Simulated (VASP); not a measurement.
Write the native input for VASP 6.6.1 that does the following.

```yaml
Task: relaxation of cell and atoms
Functional: PBE
Potentials_or_basis: VASP PAW PBE potentials, release 64 (Mg, Ru_pv, O)
Cutoff: 600 eV
k_mesh: 6 × 6 × 4
Occupations: gaussian, width 0.1 eV
Spin: collinear spin, ferromagnetic start
Starting_moments: "[0.0, 0.63, 0.0] μB"
Dipole_correction: no
Further_INCAR_settings: ALGO = Normal; EDIFF = 1e-06; IBRION = 2; EDIFFG = -0.04; NSW = 90; ISIF = 3
```

The structure of MgRuO lies in POSCAR:

```
MgRuO
1.0
    3.1132057548      0.0000000000      0.0000000000
    0.0000000000      3.1132057548      0.0000000000
    0.0000000000      0.0000000000      3.9952931042
Mg Ru O
1 1 1
Direct
    0.5000000000      0.5000000000      0.5000000000
    0.0000000000      0.0000000000      0.0000000000
    0.5000000000      0.5000000000      0.0000000000
```

The cell was generated, and may not be a known phase.

The input as run:

INCAR

```
SYSTEM = MgRuO
ALGO = Normal
EDIFF = 1E-6
EDIFFG = -0.04
ENCUT = 600
GGA = PE
IBRION = 2
ISIF = 3
ISMEAR = 0
ISPIN = 2
LASPH = .True.
LCHARG = .False.
LMAXMIX = 4
LORBIT = 11
LREAL = .False.
LWAVE = .False.
MAGMOM = 0 0.63 0
NELM = 150
NSW = 90
PREC = Accurate
SIGMA = 0.1
```

KPOINTS

```
k-points
0
Gamma
  6 6 4
  0 0 0
```

Potentials or basis: VASP PAW PBE potentials, release 64 (Mg, Ru_pv, O).

The run is started by

```sh
$ cat potpaw_PBE.64/Mg/POTCAR potpaw_PBE.64/Ru_pv/POTCAR potpaw_PBE.64/O/POTCAR > POTCAR
$ mpirun -np 1 vasp_std > vasp.out
```

Results of the run:

The relaxed volume is 12.81 Å³/atom and the relaxed cell is a = 3.079 Å, b = 3.079 Å, c = 4.054 Å, α = 90.00°, β = 90.00°, γ = 90.00°. The space group after relaxing (to 0.1 Å) is P4/mmm (No. 123). The energy gained by relaxing is 2.9 meV/atom and the ionic steps are 6. The pressure after relaxing is 0.0 GPa, the net moment is 0.43 μB per cell and the site moments are Mg -0.01; Ru +0.42; O +0.03 μB. The valence electrons inside the program's atomic spheres are Mg 0.38; Ru 12.52; O 5.02.

Caveat: the k points lie up to 0.39 Å⁻¹ apart in the final cell; a moment this small can come from the mesh or the smearing.

Run time: 4.6 min on 1 thread of Intel Xeon 8259CL, on a shared host, peak memory 0.22 GiB.
